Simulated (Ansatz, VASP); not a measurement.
# Two plane-wave programs on MgCdSe

```
Mg Cd Se
1.0
     3.72130    0.00000    0.00000
     0.00000    3.72130    0.00000
     0.00000    0.00000    6.35419
Mg Cd Se
1 1 1
Direct
  0.00000 0.00000 0.00000
  0.00000 0.00000 0.50000
  0.50000 0.50000 0.00000
```

Alike in both runs: functional PBE; k mesh 6 × 6 × 4; occupations gaussian, width 0.1 eV; no spin polarisation.

Ansatz relaxed the structure, and its values are those at the end. VASP's run is a single point on that final structure, the one shown.

```csv
,VASP,Ansatz
version,VASP 6.6.1,Ansatz 0.2.0
potentials or method,"VASP PAW PBE potentials, release 64 (Mg, Cd, Se), cutoff 520 eV","scalar-relativistic, plane waves, PAW"
valence electrons in the cell,20,46
```

|  | VASP | Ansatz | Ansatz less VASP |
| --- | --- | --- | --- |
| gap on the k mesh at the Fermi level (eV) | 0.21 | 0.21 | +0.001 |
| least direct gap on the mesh (eV) | 0.25 | 0.26 | +0.010 |
| pressure (GPa) | 0.0 | 0.0 | +0.03 |

VASP's potentials hold 20 valence electrons a cell and Ansatz's 46, so a difference there can come from the potentials and not from the codes.
